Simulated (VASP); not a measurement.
HgTe: single point with r2SCAN

Crystal: HgTe.

```
CELL_PARAMETERS angstrom
2.87965 -3.30734 0.00000
2.87965 3.30734 0.00000
0.00000 0.00000 5.56196
ATOMIC_POSITIONS crystal
Hg 0.32353 0.67647 0.75000
Hg 0.67647 0.32353 0.25000
Te 0.77004 0.22996 0.75000
Te 0.22996 0.77004 0.25000
```

This cell differs from its parent crystal: strain -0.025 along x and y, -0.050 along z.

```json
{"Program": "VASP 6.6.1", "Task": "single point", "Functional": "r2SCAN", "Potentials or basis": "VASP PAW PBE potentials, release 64 (Hg, Te)", "Cutoff": "520 eV", "k mesh": "12 × 12 × 8", "Occupations": "gaussian, width 0.15 eV", "Spin": "no spin polarisation", "Dipole correction": "no", "Further INCAR settings": "ALGO = Normal; EDIFF = 1e-06; NBANDS = 26"}
```

| Property | Result |
| --- | --- |
| Pressure | 7.3 GPa |
| Largest force | 0.399 eV/Å |
| Band gap on the k mesh | zero (bands 18 and 19 overlap by 2.86 eV) |

Forces in eV/Å, atoms in the order of the input:
```
Hg   0.000  0.048  0.000
Hg   0.000 -0.048  0.000
Te   0.000 -0.399  0.000
Te   0.000  0.399  0.000
```

Stress tensor (GPa, compression positive):
```
7.03 0.00 0.00
0.00 4.88 0.00
0.00 0.00 9.87
```

Levels at points of the mesh, in eV from the Fermi level:
```
           k point  band 15  band 16  band 17  band 18  band 19  band 20  band 21  band 22
(0.00, 0.00, 0.00)    -3.03    -2.60    -1.13    -0.85    -0.24     0.09     4.30     6.17
(0.50, 0.00, 0.00)    -3.20    -2.48    -0.89    -0.74     1.62     2.71     3.89     4.94
(0.50, 0.50, 0.00)    -2.90    -2.40    -2.25    -2.22    -2.18    -1.39     4.02     5.62
(0.00, 0.00, 0.50)    -2.22    -2.22    -1.42    -1.42     2.02     2.02     5.37     5.37
(0.50, 0.00, 0.50)    -0.90    -0.90     0.61     0.61     2.43     2.43     4.23     4.23
(0.50, 0.50, 0.50)    -3.58    -3.58    -3.54    -3.54     2.94     2.94     6.17     6.17
```

Run time: 57 min on 1 thread of Oxide Virtual Turin-like Processor, with other jobs on the host, peak memory 0.59 GiB.

Caveat: the cell differs from its parent crystal (strain -0.025 along x and y, -0.050 along z); the cell stands under pressure; the PAW data sets were made with another functional, which shifts forces and pressure a little; spin-orbit coupling is left out, which moves the levels of the heavy elements.
